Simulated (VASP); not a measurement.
A run of VASP 6.6.1:

File INCAR:

```
  PREC = Accurate
  ENCUT = 750
  EDIFF = 1E-6
  ISMEAR = 1
  SIGMA = 0.02
  LREAL = False
  LASPH = True
  NELM = 120
  ALGO = Normal
  ISIF = 2
  LWAVE = False
  LCHARG = False
  GGA = PE
  NBANDS = 13
  GGA_COMPAT = False
```

The input KPOINTS:

```
Automatic mesh
0
Gamma
  6 6 6
```

File POSCAR:

```
Li2S
1.0
    0.0000000000      2.8189874149      2.8189874149
    2.8189874149      0.0000000000      2.8189874149
    2.8189874149      2.8189874149      0.0000000000
Li S
2 1
Direct
    0.2500000000      0.2500000000      0.2500000000
    0.7500000000      0.7500000000      0.7500000000
    0.0000000000      0.0000000000      0.0000000000
```

Potentials or basis: VASP PAW PBE potentials, release 64 (Li_sv, S).

Launch:

```console
$ cat potpaw_PBE.64/Li_sv/POTCAR potpaw_PBE.64/S/POTCAR > POTCAR
$ mpirun -np 1 vasp_std > vasp.out
```

Hardware: 1 thread of Intel(R) Xeon(R) 6975P-C (Granite Rapids) (shared host).

Q: Estimate the wall time of this run.

A: It took 8.3 s on 1 thread of Intel(R) Xeon(R) 6975P-C (Granite Rapids) (shared host), peak memory 0.19 GiB. Counts: scf iterations 14, k points 16.
